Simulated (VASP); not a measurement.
# C: single point with PBE

C:

```xyz
3
Lattice="2.0674 1.1936 1.2939 -2.0674 1.1936 1.2939 0.0000 -2.3872 1.2939" Properties=species:S:1:pos:R:3 pbc="T T T"
C    -1.6227    0.4235    1.2939
C     1.1781    1.1936    1.2939
C     0.4446   -1.6171    1.2939
```

| Item | Value |
| --- | --- |
| Program | VASP 6.6.1 |
| Task | single point |
| Functional | PBE |
| Potentials or basis | VASP PAW PBE potentials, release 64 (C) |
| Cutoff | 520 eV |
| k mesh | 6 × 6 × 6 |
| Occupations | gaussian, width 0.1 eV |
| Spin | no spin polarisation |
| Dipole correction | no |
| Further INCAR settings | ALGO = Normal; EDIFF = 1e-07; NBANDS = 13 |

```
Pressure               : 0.8 GPa
Largest force          : 0.049 eV/Å
Band gap on the k mesh : zero (bands 6 and 7 overlap by 1.31 eV)
```

Forces on the atoms (eV/Å):
```
C    0.024 -0.042  0.000
C   -0.049  0.000  0.000
C    0.024  0.042  0.000
```

Stress tensor (GPa, compression positive):
```
0.59 0.00 0.00
0.00 0.59 0.00
0.00 0.00 1.08
```

Levels at points of the mesh, in eV from the Fermi level:
```tsv
k point	band 2	band 3	band 4	band 5	band 6	band 7	band 8	band 9	band 10	band 11
(0.00, 0.00, 0.00)	-8.27	-7.81	-7.81	-4.23	-4.23	-1.29	7.47	7.47	10.49	10.49
(0.50, 0.00, 0.00)	-15.69	-8.48	-6.81	-2.77	-2.47	1.44	6.46	7.43	7.71	11.98
(0.50, 0.50, 0.00)	-14.94	-12.08	-7.95	-6.34	-2.82	3.78	6.28	8.16	11.22	12.08
(0.50, 0.50, 0.50)	-12.95	-12.95	-9.52	-7.34	-7.34	1.32	3.36	14.24	14.24	15.10
```

Run time: 6.6 s on 1 thread of Intel Xeon 8259CL, with other jobs on the host, peak memory 0.12 GiB.

Caveat: the k points lie up to 0.40 Å⁻¹ apart, too coarse for converged energies and pressures of a metal.
